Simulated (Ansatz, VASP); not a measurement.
**One calculation of GaN, two programs**

Contents of INCAR:

```
PREC = Accurate
ENCUT = 600
EDIFF = 1E-6
ISMEAR = 0
SIGMA = 0.1
LREAL = False
LASPH = True
NELM = 100
ALGO = Normal
ISIF = 3
LWAVE = False
LCHARG = False
GGA = PE
IBRION = 2
NSW = 80
EDIFFG = -0.025
```

The input KPOINTS:

```
regular mesh
0
Gamma
  6 6 2
```

Contents of POSCAR:

```
GaN
1.0
    3.1538753102     -0.0008346147     -0.0062437477
   -1.5776604527      2.8505884430     -0.0086571984
   -0.0203431530     -0.0443152674     10.5354131516
Ga N
4 4
Direct
    0.3457135200      0.6691709453      0.4996889068
    0.3356355570      0.6794818950      1.0037967001
    0.6680627825      0.3272143140      0.2493607961
    0.6437815612      0.3266070706      0.7491990390
    0.3036715878      0.6638165053      0.1862398777
    0.3664622378      0.6904691795      0.6816149809
    0.6806363579      0.3351348220      0.4402757219
    0.6560363958      0.3081052683      0.9398239776
```

Input for Ansatz:

```yaml
crystal:
  lattice:
    - [3.1538753102, -0.0008346147, -0.0062437477]
    - [-1.5776604527, 2.850588443, -0.0086571984]
    - [-0.020343153, -0.0443152674, 10.5354131516]
  atoms:
    - { symbol: Ga, position: [0.34571352, 0.6691709453, 0.4996889068] }
    - { symbol: Ga, position: [0.335635557, 0.679481895, 1.0037967001] }
    - { symbol: Ga, position: [0.6680627825, 0.327214314, 0.2493607961] }
    - { symbol: Ga, position: [0.6437815612, 0.3266070706, 0.749199039] }
    - { symbol: "N", position: [0.3036715878, 0.6638165053, 0.1862398777] }
    - { symbol: "N", position: [0.3664622378, 0.6904691795, 0.6816149809] }
    - { symbol: "N", position: [0.6806363579, 0.335134822, 0.4402757219] }
    - { symbol: "N", position: [0.6560363958, 0.3081052683, 0.9398239776] }
basis:
  ecutwfc: 420
kpoints:
  mp_grid: { grid: [6, 6, 2] }
hamiltonian:
  xc: pbe
scf:
  occupations: { method: gaussian, width: 0.1 }
  lower_state_search: "off"
output:
  forces: true
  stress: true
  eigenvalues: true
relax:
  adjacent_minimum: "off"
  f_tol: 0.025
  max_steps: 60
  cell: { stress_tol: 0.25 }
```

Change from the starting cell: cell x2, atoms moved at random (sigma 0.05 Å) and cell strained at random (1.5 %), then relaxed without symmetry.

Alike in both runs: task relaxation of cell and atoms; functional PBE; k mesh 6 × 6 × 2; occupations gaussian, width 0.1 eV; no spin polarisation.

```csv
,VASP,Ansatz
version,VASP 6.6.1,Ansatz 0.2.0
potentials or method,"VASP PAW PBE potentials, release 64 (Ga_d, N), cutoff 600 eV","scalar-relativistic, plane waves, PAW"
valence electrons in the cell,72,72
```

|  | VASP | Ansatz | Ansatz less VASP |
| --- | --- | --- | --- |
| gap on the k mesh at the Fermi level, each at its own relaxed structure (eV) | 1.72 | 1.70 | -0.015 |
| relaxed volume (Å³/atom) | 11.75 | 11.76 | +0.012 |
| relaxed cell length with the largest relative difference (Å) | 10.484 | 10.490 | +0.0057 |
